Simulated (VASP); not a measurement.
Write the native input for VASP 6.6.1 that does the following.

* Task: single point
* Functional: PBE
* Dispersion: D3(BJ)
* Potentials or basis: VASP PAW PBE potentials, release 64 (Pb_d, F)
* Cutoff: 520 eV
* k mesh: 8 × 8 × 8
* Occupations: gaussian, width 0.05 eV
* Spin: no spin polarisation
* Dipole correction: no
* Further INCAR settings: ALGO = Normal; EDIFF = 1e-06; NBANDS = 21

The structure of PbF2 lies in POSCAR:

```
PbF2
1.0
    0.0000000000      2.8807545000      3.0589455000
    2.8807545000      0.0000000000      3.0589455000
    2.8807545000      2.8807545000      0.0000000000
Pb F
1 2
Direct
    0.0000000000      0.0000000000      0.0000000000
    0.2500000000      0.2500000000      0.2500000000
    0.7500000000      0.7500000000      0.7500000000
```

This cell differs from its parent crystal: strain -0.030 along x and y, +0.030 along z.

One way to write it, as run:

INCAR

```
PREC = Accurate
ENCUT = 520
EDIFF = 1E-6
ISMEAR = 0
SIGMA = 0.05
LREAL = F
LASPH = T
NELM = 100
ALGO = Normal
ISIF = 2
LWAVE = F
LCHARG = T
GGA = PE
IVDW = 12
LELF = T
LVHAR = T
NBANDS = 21
```

KPOINTS

```
Automatic mesh
0
Gamma
  8 8 8
```

Potentials or basis: VASP PAW PBE potentials, release 64 (Pb_d, F).

Launch:

```console
$ cat potpaw_PBE.64/Pb_d/POTCAR potpaw_PBE.64/F/POTCAR > POTCAR
$ mpirun -np 1 vasp_std > vasp.out
```

Results of the run:

The pressure is 3.0 GPa. The band gap on the k mesh is 4.23 eV, indirect (least direct gap 4.49 eV) and the dispersion energy per atom is -0.157 eV.

Caveat: the cell differs from its parent crystal (strain -0.030 along x and y, +0.030 along z); spin-orbit coupling is left out, which moves the levels of the heavy elements.

Run time: 33 s on 1 thread of Intel(R) Xeon(R) Platinum 8559C (Emerald Rapids), with other jobs on the host, peak memory 0.23 GiB.
